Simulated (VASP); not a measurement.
# Na3Ti2O (P4/mmm) in VASP: relaxation of cell and atoms with PBE

Aim: the relaxation of cell and atoms of Na3Ti2O with PBE.

Everything below comes from runs of VASP 6.6.1. Logs are shortened: lines on timing, memory, paths and dates and some standing lists are left out, and cuts for length are marked.

### Step 1. The cell of the first run

It takes space group P4/mmm (No. 123, tetragonal). Conventional cell: a = 3.145 Å, b = 3.145 Å, c = 9.403 Å, α = 90.00°, β = 90.00°, γ = 90.00°. Within 3.5 Å of Na (site symmetry 4mm) lie 4 Ti at 2.64 Å and 4 O at 2.82 Å and 6 Na at 2.97 to 3.46 Å. Na (site symmetry 4/mmm) has 8 Ti at 2.72 Å and 6 Na at 2.97 to 3.15 Å within 3.6 Å. Ti (site symmetry 4mm) has 8 Na at 2.64 to 2.72 Å and 5 Ti at 3.12 to 3.15 Å and 1 O at 3.14 Å within 3.5 Å. Within 3.7 Å of O (site symmetry 4/mmm) lie 8 Na at 2.82 Å and 2 Ti at 3.14 Å and 4 O at 3.15 Å.

The cell was generated, and may not be a known phase.

### Step 2. Relaxation of cell and atoms, PBE, collinear spin

Input file INCAR:

```
SYSTEM = Na3Ti2O
PREC = Accurate
ENCUT = 600
EDIFF = 1E-7
ISMEAR = 0
SIGMA = 0.1
LREAL = .False.
LASPH = .True.
NELM = 150
ALGO = Normal
ISIF = 3
LWAVE = .False.
LCHARG = .False.
ISPIN = 2
MAGMOM = 0 0 0 1 1 0
LORBIT = 11
LMAXMIX = 4
GGA = PE
IBRION = 2
NSW = 90
EDIFFG = -0.04
```

Input file KPOINTS:

```
regular mesh
0
Gamma
  6 6 2
  0 0 0
```

Input file POSCAR:

```
Na3Ti2O
1.0
    3.1452692800      0.0000000000      0.0000000000
    0.0000000000      3.1452692800      0.0000000000
    0.0000000000      0.0000000000      9.4034374600
Na Ti O
3 2 1
Direct
    0.5000000000      0.5000000000      0.1837450000
    0.5000000000      0.5000000000      0.5000000000
    0.5000000000      0.5000000000      0.8162550000
    0.0000000000      0.0000000000      0.3342649900
    0.0000000000      0.0000000000      0.6657350100
    0.0000000000      0.0000000000      0.0000000000
```

Potentials or basis: VASP PAW PBE potentials, release 64 (Na_pv, Ti_sv, O).

Launch:

```bash
$ cat potpaw_PBE.64/Na_pv/POTCAR potpaw_PBE.64/Ti_sv/POTCAR potpaw_PBE.64/O/POTCAR > POTCAR
$ mpirun -np 1 vasp_std > vasp.out
```

OUTCAR:

```text
SYSTEM = Na3Ti2O
   PREC = Accurate
   ENCUT = 600
   EDIFF = 1E-7
   ISMEAR = 0
   LREAL = .False.
   LASPH = .True.
   NELM = 150
   ISIF = 3
   ISPIN = 2
   LORBIT = 11
   GGA = PE
   IBRION = 2
   NSW = 90
   EDIFFG = -0.04

 ion  position               nearest neighbor table
   1  0.500  0.500  0.184-   4 2.64   4 2.64   4 2.64   4 2.64
   2  0.500  0.500  0.500-   4 2.72   5 2.72   4 2.72   5 2.72   4 2.72   5 2.72   4 2.72   5 2.72

   3  0.500  0.500  0.816-   5 2.64   5 2.64   5 2.64   5 2.64
   4  0.000  0.000  0.334-   1 2.64   1 2.64   1 2.64   1 2.64   2 2.72   2 2.72   2 2.72   2 2.72

   5  0.000  0.000  0.666-   3 2.64   3 2.64   3 2.64   3 2.64   2 2.72   2 2.72   2 2.72   2 2.72

   6  0.000  0.000  0.000-

  LATTYP: Found a simple tetragonal cell.
 ALAT       =     3.1452692800
 C/A-ratio  =     2.9897082325

  Lattice vectors:

 A1 = (   3.1452692800,   0.0000000000,   0.0000000000)
 A2 = (   0.0000000000,   3.1452692800,   0.0000000000)
 A3 = (   0.0000000000,   0.0000000000,   9.4034374600)

Analysis of symmetry for initial positions (statically):
=====================================================================
 Subroutine PRICEL returns:
 Original cell was already a primitive cell.

 Routine SETGRP: Setting up the symmetry group for a
 simple tetragonal supercell.

 Subroutine GETGRP returns: Found 16 space group operations
 (whereof 16 operations were pure point group operations)
 out of a pool of 16 trial point group operations.

The static configuration has the point symmetry D_4h.

Analysis of symmetry for dynamics (positions and initial velocities):
=====================================================================
 Subroutine PRICEL returns:
 Original cell was already a primitive cell.

 Routine SETGRP: Setting up the symmetry group for a
 simple tetragonal supercell.

 Subroutine GETGRP returns: Found 16 space group operations
 (whereof 16 operations were pure point group operations)
 out of a pool of 16 trial point group operations.

The dynamic configuration has the point symmetry D_4h.

Analysis of structural, dynamic, and magnetic symmetry:
=====================================================================
 Subroutine PRICEL returns:
 Original cell was already a primitive cell.

 Routine SETGRP: Setting up the symmetry group for a
 simple tetragonal supercell.

 Subroutine GETGRP returns: Found 16 space group operations
 (whereof 16 operations were pure point group operations)
 out of a pool of 16 trial point group operations.

The overall configuration has the point symmetry D_4h.

 Subroutine INISYM returns: Found 16 space group operations
 (whereof 16 operations are pure point group operations),
 and found     1 'primitive' translations

----------------------------------------------------------------------------------------

                                     Primitive cell

  volume of cell :      93.0256

  direct lattice vectors                    reciprocal lattice vectors
     3.145269280  0.000000000  0.000000000     0.317937801  0.000000000  0.000000000
     0.000000000  3.145269280  0.000000000     0.000000000  0.317937801  0.000000000
     0.000000000  0.000000000  9.403437460     0.000000000  0.000000000  0.106344090

  length of vectors
     3.145269280  3.145269280  9.403437460     0.317937801  0.317937801  0.106344090

  position of ions in fractional coordinates (direct lattice)
     0.500000000  0.500000000  0.183745000
     0.500000000  0.500000000  0.500000000
     0.500000000  0.500000000  0.816255000
     0.000000000  0.000000000  0.334264990
     0.000000000  0.000000000  0.665735010
     0.000000000  0.000000000  0.000000000

  ion indices of the primitive-cell ions
   primitive index   ion index
                 1           1
                 2           2
                 3           3
                 4           4
                 5           5
                 6           6

----------------------------------------------------------------------------------------

 KPOINTS: regular mesh

Automatic generation of k-mesh.
 Grid dimensions read from file:
 generate k-points for:    6    6    2

 Generating k-lattice:

  Cartesian coordinates                     Fractional coordinates (reciprocal lattice)
     0.052989634  0.000000000  0.000000000     0.166666667  0.000000000  0.000000000
     0.000000000  0.052989634  0.000000000     0.000000000  0.166666667  0.000000000
     0.000000000  0.000000000  0.053172045     0.000000000  0.000000000  0.500000000

  Length of vectors
     0.052989634  0.052989634  0.053172045

  Shift w.r.t. Gamma in fractional coordinates (k-lattice)
     0.000000000  0.000000000  0.000000000

 Subroutine IBZKPT returns following result:
 ===========================================

 Found     20 irreducible k-points:

 Following reciprocal coordinates:
            Coordinates               Weight
  0.000000  0.000000  0.000000      1.000000
  0.166667  0.000000  0.000000      4.000000
  0.333333  0.000000  0.000000      4.000000
  0.500000  0.000000  0.000000      2.000000
  0.166667  0.166667  0.000000      4.000000
  0.333333  0.166667  0.000000      8.000000
[... 12 lines left out ...]
  0.500000  0.333333  0.500000      4.000000
  0.500000  0.500000  0.500000      1.000000
   k-points           NKPTS =     20   k-points in BZ     NKDIM =     20   number of bands    NBANDS=     31
   number of dos      NEDOS =    301   number of ions     NIONS =      6
   total plane-waves  NPLWV =  62720
   dimension x,y,z NGX =    28 NGY =   28 NGZ =   80
   dimension x,y,z NGXF=    56 NGYF=   56 NGZF=  160
   ions per type =               3   2   1
   NGX,Y,Z   is equivalent  to a cutoff of  14.80, 14.80, 14.14 a.u.
   NGXF,Y,Z  is equivalent  to a cutoff of  29.60, 29.60, 28.29 a.u.
 SYSTEM =  Na3Ti2O
   PREC   = accura    normal or accurate (medium, high low for compatibility)
   ISTART =      0    job   : 0-new  1-cont  2-samecut
   ICHARG =      2    charge: 1-file 2-atom 10-const
   ISPIN  =      2    spin polarized calculation?
   LNONCOLLINEAR =      F non collinear calculations
   LSORBIT =      F    spin-orbit coupling
   LASPH  =      T    aspherical Exc in radial PAW
   ENCUT  =  600.0 eV  44.10 Ry    6.64 a.u.   6.28  6.28 18.78*2*pi/ulx,y,z
   NELM   =    150;   NELMIN=  2; NELMDL= -5     # of ELM steps
   EDIFF  = 0.1E-06   stopping-criterion for ELM
   LREAL  =      F    real-space projection
   EDIFFG = -.4E-01   stopping-criterion for IOM
   NSW    =     90    number of steps for IOM
   IBRION =      2    ionic relax: 0-MD 1-quasi-New 2-CG
   NFREE  =      1    steps in history (QN), initial steepest desc. (CG)
   ISIF   =      3    stress and relaxation
   ISYM   =      2    0-nonsym 1-usesym 2-fastsym
   POTIM  = 0.5000    time-step for ionic-motion
   TEBEG  =    0.0;   TEEND  =   0.0 temperature during run
   PSTRESS=    0.0 pullay stress
   NELECT =      51.0000    total number of electrons
   NUPDOWN=      -1.0000    fix difference up-down
   EMIN   =  10.00;   EMAX   =-10.00  energy-range for DOS
   EFERMI =   0.00;   METHOD = LEGACY
   ISMEAR =     0;   SIGMA  =   0.10  broadening in eV -4-tet -1-fermi 0-gaus
   EFERMI_NEDOS =   21; number of points for ismear=-14 and -15
   IALGO  =     38    algorithm
   IMIX   =      4    mixing-type and parameters
     AMIX     =   0.40;   BMIX     =  1.00
     AMIX_MAG =   1.60;   BMIX_MAG =  1.00
  volume/ion in A,a.u.               =      15.50       104.63
  Fermi-wavevector in a.u.,A,eV,Ry     =   1.339874  2.531996 24.426045  1.795264
  Thomas-Fermi vector in A             =   2.468232
   LORBIT       =     11    0 simple, 1 ext, 2 COOP (PROOUT), +10 PAW based schemes
   GGA     = PE    functional components
   LHFCALC =     F    Hartree Fock is set to
   AEXX    =    0.0000 exact exchange contribution
   IVDW    =     0    specifies the selected vdW correction
   LEPSILON=     F    determine dielectric tensor
   LRPA    =     F    only Hartree local field effects (RPA)
 conjugate gradient relaxation of ions
 spin polarized calculation
 Gauss-broadening in eV      SIGMA  =   0.10
  energy-cutoff  :      600.00
  volume of cell :       93.03
 maximum number of plane-waves:      3128
 NGX is ok and might be reduce to    28
   NGX = 13   NGY = 13   NGZ = 37

--------------------------------------- Ionic step        1  -------------------------------------------

 number of electron      51.0000013 magnetization       0.7111854

 Free energy of the ion-electron system (eV)
  ---------------------------------------------------
  ext. energy  EPLUGINS =         0.00000000
  ---------------------------------------------------
  free energy    TOTEN  =       -17.98515425 eV

  energy without entropy =      -17.94042787  energy(sigma->0) =      -17.96279106

 E-fermi :   4.3561     XC(G=0): -10.0419

 val. band max:        4.3517842362   @ k =   0.3333   0.1667   0.0000
 cond. band min:       4.3582327208   @ k =   0.3333   0.3333   0.0000
 fundamental gap:      0.0064484845
 Fermi energy:         4.3560669882
[... 2851 lines left out ...]
     30       5.4062      0.00000
     31       5.4062      0.00000

[... ionic steps 4 to 30 ...]

--------------------------------------- Ionic step       31  -------------------------------------------

 number of electron      50.9999988 magnetization       0.0063578

------------------------ aborting loop because EDIFF is reached ----------------------------------------
[... 75 lines left out ...]
--------------------------------------- Ionic step       33  -------------------------------------------

 number of electron      50.9999971 magnetization       0.0092575

 Free energy of the ion-electron system (eV)
  ---------------------------------------------------
  ext. energy  EPLUGINS =         0.00000000
  ---------------------------------------------------
  free energy    TOTEN  =       -23.52308015 eV

  energy without entropy =      -23.49272473  energy(sigma->0) =      -23.50790244

 E-fermi :   2.7937     XC(G=0):  -8.3767

 val. band max:        2.7716046010   @ k =   0.5000   0.0000   0.0000
 cond. band min:       2.8256288465   @ k =   0.5000   0.1667   0.5000
 fundamental gap:      0.0540242455
 Fermi energy:         2.7937271387
[... 1396 lines left out ...]
  FREE ENERGIE OF THE ION-ELECTRON SYSTEM (eV)
  ---------------------------------------------------
  free  energy   TOTEN  =       -23.5230801540 eV

  energy  without entropy=      -23.4927247289  energy(sigma->0) =      -23.50790244

 reached required accuracy - stopping structural energy minimisation

 total charge

# of ion       s       p       d       tot
------------------------------------------
    1        0.153   5.987   0.000   6.140
    2        0.090   5.975   0.000   6.065
    3        0.153   5.987   0.000   6.140
    4        2.208   6.057   1.915  10.179
    5        2.208   6.057   1.915  10.179
    6        1.601   3.440   0.000   5.041
--------------------------------------------------
tot          6.412  33.503   3.829  43.744

 magnetization (x)

# of ion       s       p       d       tot
------------------------------------------
    1        0.000   0.000   0.000   0.000
    2       -0.000   0.000   0.000  -0.000
    3        0.000   0.000   0.000   0.000
    4        0.000   0.000   0.004   0.004
    5        0.000   0.000   0.004   0.004
    6       -0.000  -0.000   0.000  -0.000
--------------------------------------------------
tot          0.000  -0.000   0.007   0.007
```

It took 53 min on 1 thread of AMD EPYC 9R45 (Zen 5), shared host; peak memory 0.34 GiB.

Results:

```
Free energy                                           : -23.5231 eV
Relaxed volume                                        : 23.27 Å³/atom
Relaxed cell                                          : a = 4.029 Å, b = 4.029 Å, c = 8.599 Å, α = 90.00°, β = 90.00°, γ = 90.00°
Space group after relaxing (to 0.1 Å)                 : P4/mmm (No. 123)
Energy gained by relaxing                             : 923.0 meV/atom
Ionic steps                                           : 33
Pressure after relaxing                               : -0.1 GPa
Largest force after relaxing                          : 0.039 eV/Å
Net moment                                            : 0.01 μB per cell
Valence electrons inside the program's atomic spheres : Na 6.14, 6.07 (each value once); Ti 10.18; O 5.04
```

Forces on the atoms (eV/Å):
```
Na   0.000  0.000 -0.002
Na   0.000  0.000  0.000
Na   0.000  0.000  0.002
Ti   0.000  0.000  0.039
Ti   0.000  0.000 -0.039
O    0.000  0.000  0.000
```

Stress tensor (GPa, compression positive):
```
 0.01  0.00  0.00
 0.00  0.01  0.00
 0.00  0.00 -0.23
```

The path:
| step | energy change (eV) | largest force (eV/Å) | pressure (GPa) | volume (Å³) |
| --- | --- | --- | --- | --- |
| 1 | 0.0000 | 4.5947 | 15.96 | 93.03 |
| 2 | -2.8085 | 2.3909 | 0.22 | 115.23 |
| 3 | -3.2631 | 0.9560 | -4.30 | 138.15 |
| 4 | -3.2759 | 1.1860 | -3.59 | 133.72 |
| 5 | -3.6535 | 0.8103 | -2.67 | 125.72 |
| 6 | -3.8532 | 0.5420 | -0.70 | 115.99 |
| 7 | -3.8537 | 0.5145 | -0.82 | 116.56 |
| 8 | -3.9162 | 0.5683 | -1.33 | 113.94 |
| 9 | -4.0161 | 0.5076 | -0.49 | 109.55 |
| 10 | -4.0860 | 0.4693 | 2.21 | 101.08 |
| 11 | -4.1135 | 0.4157 | 2.05 | 100.85 |
| 12 | -4.1810 | 0.3206 | 2.10 | 100.18 |
| 13 | -4.2493 | 0.2391 | 3.15 | 98.84 |
| 14 | -4.3431 | 0.3458 | 1.02 | 103.23 |
| 15 | -4.4117 | 0.5625 | -1.57 | 110.39 |
| 16 | -4.5079 | 0.6895 | -1.72 | 111.93 |
| 17 | -4.9010 | 0.8801 | -1.23 | 116.45 |
| 18 | -4.8869 | 3.2611 | 7.66 | 124.99 |
| 19 | -5.1037 | 0.8492 | -0.39 | 118.86 |
| 20 | -5.2671 | 1.0870 | 2.36 | 121.98 |
| 21 | -5.3025 | 1.0060 | 3.04 | 124.91 |
| 22 | -5.3033 | 0.9932 | 3.18 | 125.43 |
| 23 | -5.3924 | 0.7725 | 2.09 | 129.24 |
| 24 | -5.5063 | 0.3450 | -0.49 | 141.13 |
| 25 | -5.5070 | 0.3248 | -0.62 | 141.95 |
| 26 | -5.5070 | 0.3166 | -0.69 | 142.30 |
| 27 | -5.5148 | 0.2707 | -0.51 | 141.73 |
| 28 | -5.5279 | 0.1774 | 0.06 | 140.12 |
| 29 | -5.5294 | 0.2429 | 0.33 | 139.39 |
| 30 | -5.5327 | 0.0254 | -0.07 | 139.66 |
| 31 | -5.5327 | 0.0314 | -0.03 | 139.63 |
| 32 | -5.5345 | 0.0308 | -0.04 | 139.63 |
| 33 | -5.5379 | 0.0391 | -0.07 | 139.60 |

Final structure:
```xyz
6
Lattice="4.0291 0.0000 0.0000 0.0000 4.0291 0.0000 0.0000 0.0000 8.5995" Properties=species:S:1:pos:R:3 pbc="T T T"
Na    2.0146    2.0146    1.3037
Na    2.0146    2.0146    4.2997
Na    2.0146    2.0146    7.2958
Ti    0.0000    0.0000    1.8551
Ti    0.0000    0.0000    6.7444
O     0.0000    0.0000    0.0000
```

Levels at points of the mesh, in eV from the Fermi level:
Spin up:
```tsv
k point	band 24	band 25	band 26	band 27	band 28	band 29
(0.00, 0.00, 0.00)	-1.32	-0.61	-0.38	0.48	0.48	0.58
(0.50, 0.00, 0.00)	-1.09	-0.20	-0.02	0.24	0.31	0.34
(0.50, 0.50, 0.00)	0.12	0.12	0.13	0.13	0.71	1.01
(0.00, 0.00, 0.50)	-0.58	-0.41	-0.38	0.43	0.43	0.58
(0.50, 0.00, 0.50)	-1.10	-0.47	0.25	0.27	0.33	0.47
(0.50, 0.50, 0.50)	-0.17	-0.17	0.68	0.68	0.95	1.01
```
Spin down:
```tsv
k point	band 24	band 25	band 26	band 27	band 28	band 29
(0.00, 0.00, 0.00)	-1.32	-0.61	-0.37	0.48	0.48	0.58
(0.50, 0.00, 0.00)	-1.09	-0.20	-0.02	0.24	0.31	0.34
(0.50, 0.50, 0.00)	0.12	0.12	0.14	0.14	0.71	1.01
(0.00, 0.00, 0.50)	-0.58	-0.41	-0.38	0.43	0.43	0.59
(0.50, 0.00, 0.50)	-1.10	-0.47	0.25	0.27	0.33	0.48
(0.50, 0.50, 0.50)	-0.16	-0.16	0.68	0.68	0.95	1.01
```

Caveat: the volume moved by over 15 % at a fixed basis, so the end points are rough.
